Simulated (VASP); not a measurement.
ScAl3, 4 atoms in the cell. Symmetry: Pm-3m, No. 221, cubic system. Conventional cell: a = 4.088 Å, b = 4.088 Å, c = 4.088 Å, α = 90.00°, β = 90.00°, γ = 90.00°. Sc (site symmetry m-3m) has 12 Al at 2.89 Å within 3.8 Å. Within 3.8 Å of Al (site symmetry 4/mmm) lie 4 Sc at 2.89 Å and 8 Al at 2.89 Å. 

| Property | Result |
| --- | --- |
| Program | VASP 6.6.1 |
| Task | single point |
| Functional | PBEsol |
| Potentials or basis | VASP PAW PBE potentials, release 64 (Sc_sv, Al) |
| Cutoff | 520 eV |
| k mesh | 7 × 7 × 7 |
| Occupations | gaussian, width 0.2 eV |
| Spin | no spin polarisation |
| Dipole correction | no |
| Further INCAR settings | ALGO = Normal; EDIFF = 1e-06; NBANDS = 18 |

Potentials or basis: VASP PAW PBE potentials, release 64 (Sc_sv, Al).

Launch:

```bash
$ cat potpaw_PBE.64/Sc_sv/POTCAR potpaw_PBE.64/Al/POTCAR > POTCAR
$ mpirun -np 1 vasp_std > vasp.out
```

Hardware: 1 thread of Intel(R) Xeon(R) 6975P-C (Granite Rapids), on a shared host.

How long does it take, and how much memory?

Wall time 11 s on 1 thread of Intel(R) Xeon(R) 6975P-C (Granite Rapids), on a shared host, peak memory 0.17 GiB. Counts: scf iterations 13, k points 20.
